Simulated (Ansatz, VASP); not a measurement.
# KI: VASP beside Ansatz

Contents of POSCAR:

```
KI
1.0
    4.3321399304      0.0411930897      0.0411930897
    0.0411930897      4.3321399304      0.0411930897
    0.0411930897      0.0411930897      4.3321399304
K I
1 1
Direct
    0.0000000000      0.0000000000      0.0000000000
    0.5000000000      0.5000000000      0.5000000000
```

File INCAR.step1:

```
ALGO     = Normal         # electronic algorithm
EDIFF    = 1E-5           # SCF threshold, eV
ENCUT    = 400            # plane-wave cutoff, eV
GGA      = PE             # functional
GGA_COMPAT= False        
ISIF     = 2              # what is computed and relaxed
ISMEAR   = 0              # smearing method
LASPH    = True           # aspherical terms in the spheres
LREAL    = False          # projectors in reciprocal space
LWAVE    = True           # write WAVECAR
NBANDS   = 15             # bands
NELM     = 120            # most SCF steps
PREC     = Accurate       # precision mode
SIGMA    = 0.01           # smearing width, eV
```

File INCAR.step2:

```
ALGO     = Normal         # electronic algorithm
EDIFF    = 1E-6           # SCF threshold, eV
ENCUT    = 400            # plane-wave cutoff, eV
GGA      = PE             # functional
GGA_COMPAT= False        
HFSCREEN = 0.2079         # screening, 1/A
ISIF     = 2              # what is computed and relaxed
ISMEAR   = 0              # smearing method
ISTART   = 1            
LASPH    = True           # aspherical terms in the spheres
LCHARG   = True           # write CHGCAR
LELF     = True           # ELF
LHFCALC  = True           # exact exchange
LREAL    = False          # projectors in reciprocal space
LVHAR    = True         
LWAVE    = False          # write WAVECAR
NBANDS   = 15             # bands
NELM     = 120            # most SCF steps
PREC     = Accurate       # precision mode
PRECFOCK = Normal       
SIGMA    = 0.01           # smearing width, eV
```

Contents of KPOINTS:

```
k-points
0
Gamma
  4 4 4
```

Input for Ansatz:

```yaml
crystal:
  lattice:
    - [4.3321399304, 0.0411930897, 0.0411930897]
    - [0.0411930897, 4.3321399304, 0.0411930897]
    - [0.0411930897, 0.0411930897, 4.3321399304]
  atoms:
    - { symbol: K, position: [0.0, 0.0, 0.0] }
    - { symbol: I, position: [0.5, 0.5, 0.5] }
kpoints:
  mp_grid: { grid: [4, 4, 4] }
  band_path:
    path: [[0.0, 0.0, 0.0], [0.0, 0.5, 0.0], [0.5, 0.5, 0.0], [0.5, 0.5, 0.5]]
    npoints: 1
hamiltonian:
  xc: hse06
scf:
  occupations: { method: fixed }
  n_extra_bands: 4
output:
  forces: true
  stress: true
  eigenvalues: true
```

Change from the starting cell: shear_111 strain +2.9%.

Alike in both runs: task single point; functional HSE06; k mesh 4 × 4 × 4; no spin polarisation.

|  | VASP | Ansatz |
| --- | --- | --- |
| version | VASP 6.6.1 | Ansatz 0.2.0 |
| potentials or method | VASP PAW PBE potentials, release 64 (K_sv, I) | plane waves, PAW |
| plane-wave cutoff (eV) | 400 | 420 |
| occupations | gaussian, width 0.01 eV | fixed |
| valence electrons in the cell | 16 | 26 |

|  | VASP | Ansatz | Ansatz less VASP |
| --- | --- | --- | --- |
| gap on the k mesh at the Fermi level (eV) | 4.23 | 4.24 | +0.010 |
| pressure (GPa) | -0.1 | -0.1 | -0.01 |

VASP's potentials hold 16 valence electrons a cell and Ansatz's 26, so a difference there can come from the potentials and not from the codes. Ansatz's warnings: stress exchange threshold loose, stress scf threshold loose.

Spin-orbit coupling is off throughout.
